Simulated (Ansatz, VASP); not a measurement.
# One calculation of Ag4SI, two programs

```
I Ag S
1.0
     4.02449   -2.90046    0.00000
     4.02449    2.90046    0.00000
    -0.02988    0.00000    6.69286
I Ag S
1 4 1
Direct
  0.50000 0.50000 0.50000
  0.00000 0.50000 0.00000
  0.13952 0.13952 0.36765
  0.50000 0.00000 0.00000
  0.86048 0.86048 0.63235
  0.00000 0.00000 0.00000
```

Alike in both runs: task single point; functional PBE; k mesh 6 × 6 × 4; occupations fermi-dirac, width 0.05 eV; no spin polarisation.

```csv
,VASP,Ansatz
version,VASP 6.6.1,Ansatz 0.2.0
potentials or method,"VASP PAW PBE potentials, release 64 (I, Ag, S)",Ansatz PAW
plane-wave cutoff (eV),520,420
valence electrons in the cell,57,99
```

|  | VASP | Ansatz | Ansatz less VASP |
| --- | --- | --- | --- |
| gap on the k mesh at the Fermi level (eV) | none | none | - |
| pressure (GPa) | -0.5 | -0.4 | +0.07 |
| traceless stress, the component that is largest in VASP (GPa) | 0.37 | 0.35 | -0.021 |
| rms of the force components (eV/Å) | 0.016 | 0.016 | -0.0004 |

Atom by atom the forces differ by 0.000 eV/Å (rms over components). A gap of «none» marks a metal or a gap that the smearing closes. VASP's potentials hold 57 valence electrons a cell and Ansatz's 99, so a difference there can come from the potentials and not from the codes.

Spin-orbit coupling is off throughout.
